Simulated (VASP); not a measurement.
# Cu (Fm-3m) in VASP: a series of runs

Cu is run at these levels: LDA; tasks: elastic constants.

Everything below comes from runs of VASP 6.6.1. Logs are shortened: lines on timing, memory, paths and dates and some standing lists are left out, and cuts for length are marked.

**1. The cell of the first run**

The structure is cubic, space group Fm-3m (No. 225). Conventional cell: a = 3.464 Å, b = 3.464 Å, c = 3.464 Å, α = 90.00°, β = 90.00°, γ = 90.00°. Cu (site symmetry m-3m) has 12 Cu at 2.45 Å within 3.2 Å.

**2. Elastic constants, LDA**

Contents of INCAR:

```
PREC     = Accurate       # precision mode
ENCUT    = 600            # plane-wave cutoff, eV
EDIFF    = 1E-8           # SCF threshold, eV
ISMEAR   = -1             # smearing method
SIGMA    = 0.1            # smearing width, eV
LREAL    = False          # projectors in reciprocal space
LASPH    = True           # aspherical terms in the spheres
NELM     = 60             # most SCF steps
ALGO     = Normal         # electronic algorithm
ISIF     = 3              # what is computed and relaxed
LWAVE    = False          # write WAVECAR
LCHARG   = False          # write CHGCAR
NBANDS   = 12             # bands
IBRION   = 6              # ionic algorithm
NFREE    = 2            
POTIM    = 0.015          # step
NSW      = 1              # ionic steps
```

Contents of KPOINTS:

```
Automatic mesh
0
Gamma
  26 26 26
```

Contents of POSCAR:

```
Cu
1.0
    0.0000000000      1.7318041462      1.7318041462
    1.7318041462      0.0000000000      1.7318041462
    1.7318041462      1.7318041462      0.0000000000
Cu
1
Direct
    0.0000000000      0.0000000000      0.0000000000
```

Potentials or basis: VASP PAW LDA potentials, release 64 (Cu).

Run with:

```
cat potpaw_LDA.64/Cu/POTCAR > POTCAR
mpirun -np 1 vasp_std > vasp.out
```

OUTCAR:

```text
PREC = Accurate
   ENCUT = 600
   EDIFF = 1E-8
   ISMEAR = -1
   LREAL = False
   LASPH = True
   NELM = 60
   ISIF = 3
   IBRION = 6
   NFREE = 2
   POTIM = 0.015
   NSW = 1

 ion  position               nearest neighbor table
   1  0.000  0.000  0.000-

  LATTYP: Found a face centered cubic cell.
 ALAT       =     3.4636082924

  Lattice vectors:

 A1 = (   0.0000000000,   1.7318041462,   1.7318041462)
 A2 = (   1.7318041462,   0.0000000000,   1.7318041462)
 A3 = (   1.7318041462,   1.7318041462,   0.0000000000)

Analysis of symmetry for initial positions (statically):
=====================================================================
 Subroutine PRICEL returns:
 Original cell was already a primitive cell.

 Routine SETGRP: Setting up the symmetry group for a
 face centered cubic supercell.

 Subroutine GETGRP returns: Found 48 space group operations
 (whereof 48 operations were pure point group operations)
 out of a pool of 48 trial point group operations.

The static configuration has the point symmetry O_h .

Analysis of symmetry for dynamics (positions and initial velocities):
=====================================================================
 Subroutine PRICEL returns:
 Original cell was already a primitive cell.

 Routine SETGRP: Setting up the symmetry group for a
 face centered cubic supercell.

 Subroutine GETGRP returns: Found 48 space group operations
 (whereof 48 operations were pure point group operations)
 out of a pool of 48 trial point group operations.

The dynamic configuration has the point symmetry O_h .

 Subroutine INISYM returns: Found 48 space group operations
 (whereof 48 operations are pure point group operations),
 and found     1 'primitive' translations

----------------------------------------------------------------------------------------

                                     Primitive cell

  volume of cell :      10.3879
[... 337 lines left out ...]
      7      32.7438      0.00000
      8      36.2570      0.00000
      9      36.2570      0.00000
     10      36.2570      0.00000
     11      38.9532      0.00000
     12      38.9532      0.00000
[... 331 lines left out ...]
 k-point    24 :       0.3846    0.0385    0.0000
  band No.  band energies     occupation
      1       2.7530      2.00000
      2       5.5864      2.00000
      3       5.6362      2.00000
      4       5.8765      2.00000
      5       7.1218      2.00000
      6       7.1259      2.00000
      7      16.8950      0.00000
      8      31.3643      0.00000
      9      32.0338      0.00000
     10      33.8161      0.00000
     11      36.7790      0.00000
     12      38.2006      0.00000

 [... further k-points ...]

------------------------ aborting loop because EDIFF is reached ----------------------------------------

  FORCE on cell =-STRESS in cart. coord.  units (eV):
  Direction    XX          YY          ZZ          XY          YZ          ZX
  --------------------------------------------------------------------------------------
  -------------------------------------------------------------------------------------
  Total        0.7082691      0.7082691      0.7082691     -0.0000000      0.0000000      0.0000000
  in kB      109.2402155    109.2402155    109.2402155     -0.0000000      0.0000000      0.0000000
  external PRESSURE =     109.2402155 kB  Pullay stress =       0.0000000 kB
[... 16 lines left out ...]
  FREE ENERGIE OF THE ION-ELECTRON SYSTEM (eV)
  ---------------------------------------------------
  free  energy   TOTEN  =        -4.6946765817 eV

  energy  without entropy=       -4.6860050225  energy(sigma->0) =       -4.69034080

 INTERNAL STRAIN TENSORS FROM STRAINED CELLS
 ============================================

 INTERNAL STRAIN TENSOR FOR ION    1 for displacements in x,y,z  (eV/Angst):
          X           Y           Z          XY          YZ          ZX
  --------------------------------------------------------------------------------
  x     0.00000     0.00000    -0.00000     0.00000    -0.00000    -0.00000
  y     0.00000     0.00000     0.00000     0.00000     0.00000     0.00000
  z     0.00000     0.00000     0.00000    -0.00000     0.00000    -0.00000

 INTERNAL STRAIN TENSORS FROM DISPLACED ATOMS
 ============================================

 INTERNAL STRAIN TENSOR FOR ION    1 for displacements in x,y,z  (eV/Angst):
          X           Y           Z          XY          YZ          ZX
  --------------------------------------------------------------------------------
  x     0.00000     0.00000     0.00000     0.00000     0.00000     0.00000
  y     0.00000     0.00000     0.00000     0.00000     0.00000     0.00000
  z     0.00000     0.00000     0.00000     0.00000     0.00000     0.00000

 Eigenvectors and eigenvalues of the dynamical matrix
 ----------------------------------------------------

   1 f  =    0.000000 THz     0.000000 2PiTHz    0.000000 cm-1     0.000000 meV
             X         Y         Z           dx          dy          dz
      0.000000  0.000000  0.000000     1.000000    0.000000    0.000000

   2 f  =    0.000000 THz     0.000000 2PiTHz    0.000000 cm-1     0.000000 meV
             X         Y         Z           dx          dy          dz
      0.000000  0.000000  0.000000     0.000000    1.000000    0.000000

   3 f  =    0.000000 THz     0.000000 2PiTHz    0.000000 cm-1     0.000000 meV
             X         Y         Z           dx          dy          dz
      0.000000  0.000000  0.000000     0.000000    0.000000    1.000000

--------------------------------------------------------------------------------------------------------

 ELASTIC MODULI CONTR FROM IONIC RELAXATION (kBar)
 Direction    XX          YY          ZZ          XY          YZ          ZX
 --------------------------------------------------------------------------------
 XX           0.0000      0.0000      0.0000      0.0000      0.0000      0.0000
 YY           0.0000      0.0000      0.0000      0.0000      0.0000      0.0000
 ZZ           0.0000      0.0000      0.0000      0.0000      0.0000      0.0000
 XY           0.0000      0.0000      0.0000      0.0000      0.0000      0.0000
 YZ           0.0000      0.0000      0.0000      0.0000      0.0000      0.0000
 ZX           0.0000      0.0000      0.0000      0.0000      0.0000      0.0000
 --------------------------------------------------------------------------------

 TOTAL ELASTIC MODULI (kBar)
 Direction    XX          YY          ZZ          XY          YZ          ZX
 --------------------------------------------------------------------------------
 XX        2777.6273   1995.3003   1995.3003     -0.0000      0.0000     -0.0000
 YY        1995.3003   2777.6273   1995.3003      0.0000     -0.0000     -0.0000
 ZZ        1995.3003   1995.3003   2777.6273      0.0000      0.0000     -0.0000
 XY          -0.0000      0.0000      0.0000   1234.2418      0.0000      0.0000
 YZ           0.0000     -0.0000      0.0000      0.0000   1234.2418      0.0000
 ZX          -0.0000     -0.0000     -0.0000      0.0000      0.0000   1234.2418
 --------------------------------------------------------------------------------
```

OSZICAR:

```text
N       E                     dE             d eps       ncg     rms          rms(c)
DAV:   1     0.448293157311E+02    0.44829E+02   -0.58761E+03 13800   0.181E+03
DAV:   2    -0.417690029702E+01   -0.49006E+02   -0.45182E+02 12692   0.226E+02
DAV:   3    -0.571709365425E+01   -0.15402E+01   -0.15275E+01 14240   0.444E+01
[... 154 lines left out ...]
DAV:   3    -0.469482678155E+01    0.57656E-03   -0.12090E-03 17720   0.544E-01    0.604E-02
DAV:   4    -0.469467828299E+01    0.14850E-03   -0.35144E-04 18720   0.260E-01    0.109E-02
DAV:   5    -0.469467641975E+01    0.18632E-05   -0.19707E-05 15296   0.881E-02    0.276E-03
DAV:   6    -0.469467657746E+01   -0.15770E-06   -0.58132E-07 18296   0.135E-02    0.451E-04
DAV:   7    -0.469467658172E+01   -0.42646E-08   -0.15023E-08 10380   0.246E-03
  15 F= -.46946766E+01 E0= -.46903408E+01  d E =-.867156E-02
```

It took 22 min on 1 thread of Intel Xeon 6975P-C (Granite Rapids), shared host; peak memory 1.2 GiB.

Results:

* Elastic constants C11, C12, C44: 278, 200, 123 GPa
* Voigt bulk modulus: 226 GPa

Elastic tensor in Voigt notation (GPa, in the Cartesian axes of the cell as first typed):
```
278 200 200   0   0   0
200 278 200   0   0   0
200 200 278   0   0   0
  0   0   0 123   0   0
  0   0   0   0 123   0
  0   0   0   0   0 123
```

Clamped-ion elastic tensor (GPa):
```
278 200 200   0   0   0
200 278 200   0   0   0
200 200 278   0   0   0
  0   0   0 123   0   0
  0   0   0   0 123   0
  0   0   0   0   0 123
```

Caveat: the cell is under stress, which shifts elastic constants.

**3. Elastic constants, LDA**

This run uses another cell than the first one, of 10.52 Å³/atom.

Contents of INCAR:

```
SYSTEM = Cu
  ALGO = Normal
  EDIFF = 1E-8
  ENCUT = 600
  IBRION = 6
  ISIF = 3
  ISMEAR = -1
  LASPH = .True.
  LCHARG = .True.
  LREAL = .False.
  LWAVE = .False.
  NELM = 80
  NFREE = 2
  NSW = 1
  POTIM = 0.015
  PREC = Accurate
  SIGMA = 0.1
```

Contents of KPOINTS:

```
k-points
0
Gamma
  26 26 26
  0 0 0
```

Contents of POSCAR:

```
Cu
1.0
    0.0000000000      1.7393118496      1.7393118496
    1.7393118496      0.0000000000      1.7393118496
    1.7393118496      1.7393118496      0.0000000000
Cu
1
Direct
    0.0000000000      0.0000000000      0.0000000000
```

Potentials or basis: VASP PAW LDA potentials, release 64 (Cu).

Run with:

```
cat potpaw_LDA.64/Cu/POTCAR > POTCAR
mpirun -np 1 vasp_std > vasp.out
```

Wall time 18 min (1 thread of Intel Xeon 6975P-C (Granite Rapids), shared host); peak memory 1.1 GiB.

Results (log left out):

| Quantity | Value |
| --- | --- |
| Elastic constants C11, C12, C44 | 265, 189, 117 GPa |
| Voigt bulk modulus | 214 GPa |

Elastic tensor in Voigt notation (GPa, in the Cartesian axes of the cell as first typed):
```
265 189 189   0   0   0
189 265 189   0   0   0
189 189 265   0   0   0
  0   0   0 117   0   0
  0   0   0   0 117   0
  0   0   0   0   0 117
```

Clamped-ion elastic tensor (GPa):
```
265 189 189   0   0   0
189 265 189   0   0   0
189 189 265   0   0   0
  0   0   0 117   0   0
  0   0   0   0 117   0
  0   0   0   0   0 117
```

Caveat: the cell is under stress, which shifts elastic constants.
